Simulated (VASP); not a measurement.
Wanted: the native input for a VASP 6.6.1 run.

```
Task                   : single point
Functional             : PBE
Potentials or basis    : VASP PAW PBE potentials, release 64 (Nb_sv, B)
Cutoff                 : 520 eV
k mesh                 : 6 × 6 × 6
Occupations            : gaussian, width 0.1 eV
Spin                   : no spin polarisation
Dipole correction      : no
Further INCAR settings : ALGO = Normal; EDIFF = 1e-06; NBANDS = 22
```

The structure of Nb2B lies in POSCAR:

```
Nb2B
1.0
    3.9398468400      0.0000000000      0.0000000000
   -1.9699234200      3.4120074500      0.0000000000
    0.0000000000      0.0000000000      3.1594450100
Nb B
2 1
Direct
    0.3333333300      0.6666666700      0.5000000000
    0.6666666700      0.3333333300      0.5000000000
    0.0000000000      0.0000000000      0.5000000000
```

These files were run (other wordings do the same):

INCAR

```
PREC = Accurate ; ENCUT = 520
EDIFF = 1E-6 ; ISMEAR = 0
SIGMA = 0.1 ; LREAL = False
LASPH = True ; NELM = 80
ALGO = Normal ; ISIF = 2
LWAVE = False ; LCHARG = False
GGA = PE ; NBANDS = 22
```

KPOINTS

```
regular mesh
0
Gamma
  6 6 6
```

Potentials or basis: VASP PAW PBE potentials, release 64 (Nb_sv, B).

Launch:

```sh
$ cat potpaw_PBE.64/Nb_sv/POTCAR potpaw_PBE.64/B/POTCAR > POTCAR
$ mpirun -np 1 vasp_std > vasp.out
```

It gave:

```
Pressure : 42.8 GPa
```

Run time: 15 s on 1 thread of Intel(R) Xeon(R) 6975P-C (Granite Rapids), with other jobs on the host, peak memory 0.16 GiB.
